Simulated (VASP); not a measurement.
# ScAl3 (Pm-3m) in VASP: notebook

ScAl3 is run at these levels: PBE; tasks: single point.

Program: VASP 6.6.1. These are calculated values, not measurements. Logs are shortened: lines on timing, memory, paths and dates and some standing lists are left out, and cuts for length are marked.

## 1. The cell of the first run

It takes space group Pm-3m (No. 221, cubic). The conventional cell has a = 3.978 Å, b = 3.978 Å, c = 3.978 Å, α = 90.00°, β = 90.00°, γ = 90.00°. Sc (site symmetry m-3m) has 12 Al at 2.81 Å within 3.7 Å. Within 3.7 Å of Al (site symmetry 4/mmm) lie 4 Sc at 2.81 Å and 8 Al at 2.81 Å.

## 2. Single point, PBE (volume scaled by 0.91)

File INCAR:

```
SYSTEM = ScAl3
  PREC = Accurate
  ENCUT = 520
  EDIFF = 1E-6
  ISMEAR = 0
  SIGMA = 0.1
  LREAL = .False.
  LASPH = .True.
  NELM = 60
  ALGO = Normal
  ISIF = 2
  LWAVE = .False.
  LCHARG = .False.
  GGA = PE
  NBANDS = 18
```

File KPOINTS:

```
Automatic mesh
0
Gamma
  10 10 10
  0 0 0
```

File POSCAR:

```
ScAl3
1.0
    3.9782792696      0.0000000000      0.0000000000
    0.0000000000      3.9782792696      0.0000000000
    0.0000000000      0.0000000000      3.9782792696
Sc Al
1 3
Direct
    0.0000000000      0.0000000000      0.0000000000
    0.5000000000      0.0000000000      0.5000000000
    0.0000000000      0.5000000000      0.5000000000
    0.5000000000      0.5000000000      0.0000000000
```

Potentials or basis: VASP PAW PBE potentials, release 64 (Sc_sv, Al).

On the command line:

```bash
> cat potpaw_PBE.64/Sc_sv/POTCAR potpaw_PBE.64/Al/POTCAR > POTCAR
> mpirun -np 1 vasp_std > vasp.out
```

OUTCAR:

```text
SYSTEM = ScAl3
   PREC = Accurate
   ENCUT = 520
   EDIFF = 1E-6
   ISMEAR = 0
   LREAL = .False.
   LASPH = .True.
   NELM = 60
   ISIF = 2
   GGA = PE

 ion  position               nearest neighbor table
   1  0.000  0.000  0.000-   2 2.81   3 2.81   4 2.81   2 2.81   3 2.81   3 2.81   4 2.81   3 2.81
                             2 2.81   4 2.81   2 2.81   4 2.81
   2  0.500  0.000  0.500-   1 2.81   3 2.81   4 2.81   1 2.81   4 2.81   3 2.81   4 2.81   4 2.81
                             1 2.81   3 2.81   1 2.81   3 2.81
   3  0.000  0.500  0.500-   1 2.81   2 2.81   4 2.81   1 2.81   4 2.81   1 2.81   2 2.81   1 2.81
                             2 2.81   4 2.81   4 2.81   2 2.81
   4  0.500  0.500  0.000-   1 2.81   2 2.81   3 2.81   2 2.81   3 2.81   1 2.81   2 2.81   2 2.81
                             1 2.81   3 2.81   3 2.81   1 2.81

  LATTYP: Found a simple cubic cell.
 ALAT       =     3.9782792696

  Lattice vectors:

 A1 = (   3.9782792696,   0.0000000000,   0.0000000000)
 A2 = (   0.0000000000,   3.9782792696,   0.0000000000)
 A3 = (   0.0000000000,   0.0000000000,   3.9782792696)

Analysis of symmetry for initial positions (statically):
=====================================================================
 Subroutine PRICEL returns:
 Original cell was already a primitive cell.

 Routine SETGRP: Setting up the symmetry group for a
 simple cubic supercell.

 Subroutine GETGRP returns: Found 48 space group operations
 (whereof 48 operations were pure point group operations)
 out of a pool of 48 trial point group operations.

The static configuration has the point symmetry O_h .

Analysis of symmetry for dynamics (positions and initial velocities):
=====================================================================
 Subroutine PRICEL returns:
 Original cell was already a primitive cell.

 Routine SETGRP: Setting up the symmetry group for a
 simple cubic supercell.

 Subroutine GETGRP returns: Found 48 space group operations
 (whereof 48 operations were pure point group operations)
 out of a pool of 48 trial point group operations.

The dynamic configuration has the point symmetry O_h .

 Subroutine INISYM returns: Found 48 space group operations
 (whereof 48 operations are pure point group operations),
 and found     1 'primitive' translations

----------------------------------------------------------------------------------------

                                     Primitive cell

  volume of cell :      62.9631

  direct lattice vectors                    reciprocal lattice vectors
[... 95 lines left out ...]
   IBRION =     -1    ionic relax: 0-MD 1-quasi-New 2-CG
   NFREE  =      0    steps in history (QN), initial steepest desc. (CG)
   ISIF   =      2    stress and relaxation
   ISYM   =      2    0-nonsym 1-usesym 2-fastsym
   POTIM  = 0.5000    time-step for ionic-motion
   TEBEG  =    0.0;   TEEND  =   0.0 temperature during run
   PSTRESS=    0.0 pullay stress
   NELECT =      20.0000    total number of electrons
   NUPDOWN=      -1.0000    fix difference up-down
   EMIN   =  10.00;   EMAX   =-10.00  energy-range for DOS
   EFERMI =   0.00;   METHOD = LEGACY
   ISMEAR =     0;   SIGMA  =   0.10  broadening in eV -4-tet -1-fermi 0-gaus
   EFERMI_NEDOS =   21; number of points for ismear=-14 and -15
   IALGO  =     38    algorithm
   IMIX   =      4    mixing-type and parameters
     AMIX     =   0.40;   BMIX     =  1.00
     AMIX_MAG =   1.60;   BMIX_MAG =  1.00
  volume/ion in A,a.u.               =      15.74       106.22
  Fermi-wavevector in a.u.,A,eV,Ry     =   1.117008  2.110839 16.976078  1.247707
  Thomas-Fermi vector in A             =   2.253627
   LORBIT       =      0    0 simple, 1 ext, 2 COOP (PROOUT), +10 PAW based schemes
   GGA     = PE    functional components
   LHFCALC =     F    Hartree Fock is set to
   AEXX    =    0.0000 exact exchange contribution
   IVDW    =     0    specifies the selected vdW correction
   LEPSILON=     F    determine dielectric tensor
   LRPA    =     F    only Hartree local field effects (RPA)
 non-spin polarized calculation
 Gauss-broadening in eV      SIGMA  =   0.10
  energy-cutoff  :      520.00
  volume of cell :       62.96
 maximum number of plane-waves:      1743
 NGX is ok and might be reduce to    30
   NGX = 15   NGY = 15   NGZ = 15

 number of electron      20.0000007 magnetization

 Free energy of the ion-electron system (eV)
  ---------------------------------------------------
  ext. energy  EPLUGINS =         0.00000000
  ---------------------------------------------------
  free energy    TOTEN  =       -19.12037753 eV

  energy without entropy =      -19.11604076  energy(sigma->0) =      -19.11820915

 E-fermi :   8.0508     XC(G=0): -10.7366

 val. band max:        8.0486304582   @ k =   0.5000   0.1000   0.1000
 cond. band min:       8.0764378741   @ k =   0.5000   0.3000   0.2000
 fundamental gap:      0.0278074159
 Fermi energy:         8.0507590187

 k-point     1 :       0.0000    0.0000    0.0000
  band No.  band energies     occupation
      1     -40.6601      2.00000
      2     -19.3966      2.00000
      3     -19.3966      2.00000
      4     -19.3966      2.00000
      5      -2.4328      2.00000
      6       5.3030      2.00000
[... 481 lines left out ...]
      5      -1.3837      2.00000
      6       2.3063      2.00000
[... 10 lines left out ...]
     17      13.2438      0.00000
     18      14.1143      0.00000

 [... further k-points ...]

------------------------ aborting loop because EDIFF is reached ----------------------------------------

  FORCE on cell =-STRESS in cart. coord.  units (eV):
  Direction    XX          YY          ZZ          XY          YZ          ZX
  --------------------------------------------------------------------------------------
  -------------------------------------------------------------------------------------
  Total        3.9071891      3.9071891      3.9071891     -0.0000000     -0.0000000     -0.0000000
  in kB       99.4235380     99.4235380     99.4235380     -0.0000000     -0.0000000     -0.0000000
  external PRESSURE =      99.4235380 kB  Pullay stress =       0.0000000 kB

 VOLUME and BASIS-vectors are now :
 -----------------------------------------------------------------------------
  energy-cutoff  :      520.00
  volume of cell :       62.96
      direct lattice vectors                 reciprocal lattice vectors
     3.978279270  0.000000000  0.000000000     0.251364958  0.000000000  0.000000000
     0.000000000  3.978279270  0.000000000     0.000000000  0.251364958  0.000000000
     0.000000000  0.000000000  3.978279270     0.000000000  0.000000000  0.251364958

 POSITION                                       TOTAL-FORCE (eV/Angst)
 -----------------------------------------------------------------------------------
      0.00000      0.00000      0.00000         0.000000      0.000000      0.000000
      1.98914      0.00000      1.98914         0.000000      0.000000      0.000000
      0.00000      1.98914      1.98914         0.000000      0.000000      0.000000
      1.98914      1.98914      0.00000         0.000000      0.000000      0.000000
 -----------------------------------------------------------------------------------
    total drift:                               -0.000000     -0.000000      0.000000

  FREE ENERGIE OF THE ION-ELECTRON SYSTEM (eV)
  ---------------------------------------------------
  free  energy   TOTEN  =       -19.1203775338 eV

  energy  without entropy=      -19.1160407578  energy(sigma->0) =      -19.11820915
```

OSZICAR:

```text
N       E                     dE             d eps       ncg     rms          rms(c)
DAV:   1     0.112007705312E+03    0.11201E+03   -0.83213E+03  2024   0.102E+03
DAV:   2    -0.149624586412E+02   -0.12697E+03   -0.12375E+03  2024   0.294E+02
DAV:   3    -0.199087725068E+02   -0.49463E+01   -0.47747E+01  3016   0.572E+01
DAV:   4    -0.200316333262E+02   -0.12286E+00   -0.12217E+00  3110   0.883E+00
DAV:   5    -0.200334450694E+02   -0.18117E-02   -0.18116E-02  2904   0.976E-01    0.103E+01
DAV:   6    -0.191890237551E+02    0.84442E+00   -0.31299E+00  3046   0.196E+01    0.379E+00
DAV:   7    -0.191422167827E+02    0.46807E-01   -0.94978E-02  2932   0.220E+00    0.217E+00
DAV:   8    -0.191208637575E+02    0.21353E-01   -0.33086E-02  3194   0.150E+00    0.288E-01
DAV:   9    -0.191206337984E+02    0.22996E-03   -0.58236E-03  3080   0.868E-01    0.193E-01
DAV:  10    -0.191203868836E+02    0.24691E-03   -0.80171E-04  3132   0.311E-01    0.607E-02
DAV:  11    -0.191203875459E+02   -0.66229E-06   -0.40376E-05  2850   0.381E-02    0.261E-02
DAV:  12    -0.191203773045E+02    0.10241E-04   -0.52069E-05  2996   0.815E-02    0.333E-03
DAV:  13    -0.191203775338E+02   -0.22928E-06   -0.14117E-06  2010   0.132E-02
   1 F= -.19120378E+02 E0= -.19118209E+02  d E =-.433678E-02
```

stdout:

```text
POSCAR found type information on POSCAR ScAl
 POSCAR found :  2 types and       4 ions
 scaLAPACK will be used
 LDA part: xc-table for (Slater+PW92), standard interpolation
 POSCAR, INCAR and KPOINTS ok, starting setup
 FFT: planning ... GRIDC
 FFT: planning ... GRID_SOFT
 FFT: planning ... GRID
 WAVECAR not read
 entering main loop
```

It took 44 s on 1 thread of AMD EPYC 7R43 (Zen 3), shared host; peak memory 0.17 GiB.

Results:

```
Free energy            : -19.1204 eV
Pressure               : 9.9 GPa
Band gap on the k mesh : zero (band 10 reaches 9.16 eV, above the bottom of band 11 at 5.00 eV)
```

## 3. Single point, PBE (volume scaled by 1.10)

File INCAR:

```
PREC = Accurate ; ENCUT = 520
EDIFF = 1E-6 ; ISMEAR = 0
SIGMA = 0.1 ; LREAL = F
LASPH = T ; NELM = 80
ALGO = Fast ; ISIF = 2
LWAVE = F ; LCHARG = T
GGA = PE ; LELF = T
LVHAR = T ; NBANDS = 18
```

File KPOINTS:

```
Automatic mesh
0
Gamma
  10 10 10
```

File POSCAR:

```
ScAl3
1.0
    4.2378511417      0.0000000000      0.0000000000
    0.0000000000      4.2378511417      0.0000000000
    0.0000000000      0.0000000000      4.2378511417
Sc Al
1 3
Direct
    0.0000000000      0.0000000000      0.0000000000
    0.5000000000      0.0000000000      0.5000000000
    0.0000000000      0.5000000000      0.5000000000
    0.5000000000      0.5000000000      0.0000000000
```

Potentials or basis: VASP PAW PBE potentials, release 64 (Sc_sv, Al).

On the command line:

```bash
> cat potpaw_PBE.64/Sc_sv/POTCAR potpaw_PBE.64/Al/POTCAR > POTCAR
> mpirun -np 1 vasp_std > vasp.out
```

It took 63 s on 1 thread of AMD EPYC 7R43 (Zen 3), shared host; peak memory 0.19 GiB.

The run converged. Its results:

* Free energy: -19.1448 eV
* Pressure: -6.7 GPa
* Band gap on the k mesh: zero (band 10 reaches 6.99 eV, above the bottom of band 11 at 3.51 eV)

Levels at points of the mesh, in eV from the Fermi level:
| k point | band 8 | band 9 | band 10 | band 11 | band 12 | band 13 |
| --- | --- | --- | --- | --- | --- | --- |
| (0.00, 0.00, 0.00) | -1.74 | -1.74 | -1.74 | 1.23 | 1.23 | 1.23 |
| (0.50, 0.00, 0.00) | -1.55 | -1.26 | 0.29 | 0.87 | 0.87 | 1.37 |
| (0.50, 0.50, 0.00) | -4.09 | -0.46 | -0.46 | 1.19 | 1.25 | 1.86 |
| (0.50, 0.50, 0.50) | -4.08 | -2.82 | -2.82 | -2.82 | 0.73 | 2.33 |
